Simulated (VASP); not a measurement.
# Se: electric field gradients with LDA

Crystal: Se.

```
Se
1.0
     4.50482    0.00000    0.00000
    -2.25241    3.90129    0.00000
     0.00000    0.00000    4.97880
Se
3
Direct
  0.21789 0.00000 0.33333
  0.00000 0.21789 0.66667
  0.78211 0.78211 0.00000
```

```
Program                : VASP 6.6.1
Task                   : electric field gradients
Functional             : LDA
Potentials or basis    : VASP PAW LDA potentials, release 64 (Se)
Cutoff                 : 520 eV
k mesh                 : 6 × 6 × 5
Occupations            : fermi-dirac, width 0.01 eV
Spin                   : no spin polarisation
Dipole correction      : no
Further INCAR settings : ALGO = Normal; EDIFF = 1e-08; NBANDS = 16
```

The pressure is -2.0 GPa, the largest force is 0.120 eV/Å and the band gap on the k mesh is 1.35 eV (least direct gap 1.45 eV). The largest electric field gradient by atom is Se -509.7 V/Å².

Forces in eV/Å, atoms in the order of the input:
```
Se   0.120  0.000  0.000
Se  -0.060  0.104  0.000
Se  -0.060 -0.104  0.000
```

Stress tensor (GPa, compression positive):
```
-2.23  0.00  0.00
 0.00 -2.23  0.00
 0.00  0.00 -1.61
```

Levels at points of the mesh, in eV from the valence-band top:
| k point | band 5 | band 6 | band 7 | band 8 | band 9 | band 10 | band 11 | band 12 | band 13 | band 14 |
| --- | --- | --- | --- | --- | --- | --- | --- | --- | --- | --- |
| (0.00, 0.00, 0.00) | -3.73 | -3.48 | -1.85 | -1.85 | -0.21 | 2.03 | 2.03 | 2.35 | 5.72 | 6.51 |
| (0.50, 0.00, 0.00) | -4.42 | -3.10 | -2.59 | -1.67 | -0.79 | 2.06 | 2.51 | 4.01 | 5.54 | 7.34 |

Electric field gradients, principal values (V/Å²):
| atom | least | middle | greatest (by size) |
| --- | --- | --- | --- |
| 1 Se | 169.335 | 340.388 | -509.723 |
| 2 Se | 169.335 | 340.388 | -509.723 |
| 3 Se | 169.334 | 340.388 | -509.723 |

It took 46 s on 1 thread of Intel Xeon 8259CL, on a shared host, peak memory 0.19 GiB.

Caveat: without QUAD_EFG the Cq values of the log hold for a quadrupole moment of 1 mb, not for the nuclei; an odd mesh through Γ misses points on the zone boundary, where band edges can lie.
